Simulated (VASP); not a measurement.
# Mg: single point with PBE

The system is Mg.

```
Mg
1.0
     3.19531    0.00000    0.00000
    -1.59766    2.76722    0.00000
     0.00000    0.00000    5.18794
Mg
2
Direct
  0.33333 0.66667 0.25000
  0.66667 0.33333 0.75000
```

| Item | Value |
| --- | --- |
| Program | VASP 6.6.1 |
| Task | single point |
| Functional | PBE |
| Potentials or basis | VASP PAW PBE potentials, release 64 (Mg) |
| Cutoff | 520 eV |
| k mesh | 16 × 16 × 9 |
| Occupations | fermi-dirac, width 0.1 eV |
| Spin | no spin polarisation |

```json
{
 "Pressure": "-0.1 GPa",
 "Band gap on the k mesh": "zero (bands 2 and 3 overlap by 2.24 eV)"
}
```

Stress tensor (GPa, compression positive):
```
-0.03  0.00  0.00
 0.00 -0.03  0.00
 0.00  0.00 -0.11
```

Levels at points of the mesh, in eV from the Fermi level:
| k point | band 1 | band 2 | band 3 | band 4 | band 5 |
| --- | --- | --- | --- | --- | --- |
| (0.00, 0.00, 0.00) | -6.95 | -1.70 | -1.25 | 10.93 | 10.93 |
| (0.50, 0.00, 0.00) | -2.16 | -2.14 | 2.65 | 3.01 | 3.27 |

Wall time 69 s on 1 thread of AMD EPYC 7R13, on a shared host, peak memory 0.17 GiB.
